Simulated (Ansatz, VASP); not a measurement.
## One calculation of Si2W, two programs

INCAR

```
PREC = Accurate
ENCUT = 520
EDIFF = 1E-6
ISMEAR = 0
SIGMA = 0.15
LREAL = F
LASPH = T
NELM = 100
ALGO = Normal
ISIF = 2
LWAVE = F
LCHARG = T
LELF = T
LVHAR = T
NBANDS = 18
```

Contents of KPOINTS:

```
regular mesh
0
Gamma
  20 20 20
```

The input POSCAR:

```
Si2W
1.0
   -1.5575755597      1.5575755597      3.5765050002
    1.5575755597     -1.5575755597      3.5765050002
    1.5575755597      1.5575755597     -3.5765050002
Si W
2 1
Direct
    0.3346644983      0.3346644983      0.0000000000
    0.6653355017      0.6653355017      0.0000000000
    0.0000000000      0.0000000000      0.0000000000
```

Input for Ansatz:

```yaml
crystal:
  lattice:
    - [-1.5575755597, 1.5575755597, 3.5765050002]
    - [1.5575755597, -1.5575755597, 3.5765050002]
    - [1.5575755597, 1.5575755597, -3.5765050002]
  atoms:
    - { symbol: Si, position: [0.3346644983, 0.3346644983, 0.0] }
    - { symbol: Si, position: [0.6653355017, 0.6653355017, 0.0] }
    - { symbol: W, position: [0.0, 0.0, 0.0] }
basis:
  ecutwfc: 420
kpoints:
  mp_grid: { grid: [20, 20, 20] }
hamiltonian:
  xc: lda
  pseudopotentials: { kind: paw, azcp: { folder: soft_1 } }
scf:
  occupations: { method: gaussian, width: 0.15 }
output:
  forces: true
  stress: true
  eigenvalues: true
```

Alike in both runs: task single point; functional LDA; k mesh 20 × 20 × 20; occupations gaussian, width 0.15 eV; no spin polarisation.

```csv
,VASP,Ansatz
version,VASP 6.6.1,Ansatz 0.2.0
potentials or method,"VASP PAW LDA potentials, release 64 (Si, W_sv), cutoff 520 eV","scalar-relativistic, plane waves, PAW"
valence electrons in the cell,22,22
```

Ansatz gave:

- gap on the k mesh at the Fermi level (eV): none
- rms of the force components (eV/Å): 0.108

Task: Which values does VASP return?

Result: gap on the k mesh at the Fermi level (eV): none; rms of the force components (eV/Å): 0.109.

Ansatz warns that its potentials were made for another functional, while VASP's fit it. LDA's correlation is that of Perdew and Zunger in VASP and of Perdew and Wang (1992) in Ansatz. Atom by atom the forces differ by 0.001 eV/Å (rms over components). A gap of «none» marks a metal or a gap that the smearing closes.

Neither program's run includes spin-orbit coupling.
